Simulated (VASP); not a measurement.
Input of a VASP 6.6.1 run:

File INCAR:

```
PREC = Accurate
ENCUT = 520
EDIFF = 1E-7
ISMEAR = -1
SIGMA = 0.08
LREAL = F
LASPH = T
NELM = 80
ALGO = Normal
ISIF = 2
LWAVE = F
LCHARG = F
GGA = PE
NBANDS = 14
ISYM = 0
```

File KPOINTS:

```
Automatic mesh
0
Gamma
  16 16 16
  0.5 0.5 0.5
```

Contents of POSCAR:

```
IrC
1.0
    0.0000000000      2.0318194769      2.0318194769
    2.0318194769      0.0000000000      2.0318194769
    2.0318194769      2.0318194769      0.0000000000
Ir C
1 1
Direct
    0.0000000000      0.0000000000      0.0000000000
    0.2500000000      0.2500000000      0.2500000000
```

Potentials or basis: VASP PAW PBE potentials, release 64 (Ir, C).

The run is started by

```bash
$ cat potpaw_PBE.64/Ir/POTCAR potpaw_PBE.64/C/POTCAR > POTCAR
$ mpirun -np 1 vasp_std > vasp.out
```

**Question.** Estimate the band gap on the k mesh.

**Answer.** Zero (an odd number of electrons rules out a gap without spin polarisation).

**Question.** What does it give for the pressure?

**Answer.** 258.0 GPa.

Caveat: the cell stands under pressure; spin-orbit coupling is left out, which moves the levels of the heavy elements.
